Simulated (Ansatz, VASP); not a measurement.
AlRu: VASP beside Ansatz

```
Al Ru
1.0
     2.89899    0.00000    0.00000
    -1.44949    2.51060    0.00000
     0.00000    0.00000    3.88759
Al Ru
1 1
Direct
  0.00000 0.00000 0.00000
  0.66667 0.33333 0.50000
```

Change from the starting cell: species swapped into the WC type (P-6m2, No. 187).

Alike in both runs: task single point; functional PBE; k mesh 6 × 6 × 4; occupations gaussian, width 0.1 eV; collinear spin.

```csv
,VASP,Ansatz
version,VASP 6.6.1,Ansatz 0.2.0
potentials or method,"VASP PAW PBE potentials, release 64 (Al, Ru_pv), cutoff 520 eV","scalar-relativistic, plane waves, PAW"
valence electrons in the cell,17,19
```

```tsv
	VASP	Ansatz	Ansatz less VASP
gap on the k mesh at the Fermi level (eV)	none	none	-
pressure (GPa)	-0.6	-0.6	+0.06
traceless stress, the component that is largest in VASP (GPa)	2.36	2.34	-0.013
net moment per atom (μB)	0.00	0.00	0.000
```

A gap of «none» marks a metal or a gap that the smearing closes. VASP's potentials hold 17 valence electrons a cell and Ansatz's 19, so a difference there can come from the potentials and not from the codes. Ansatz's warnings: seeded moment not kept.

The k mesh is coarse, so the values compare programs but aren't converged.
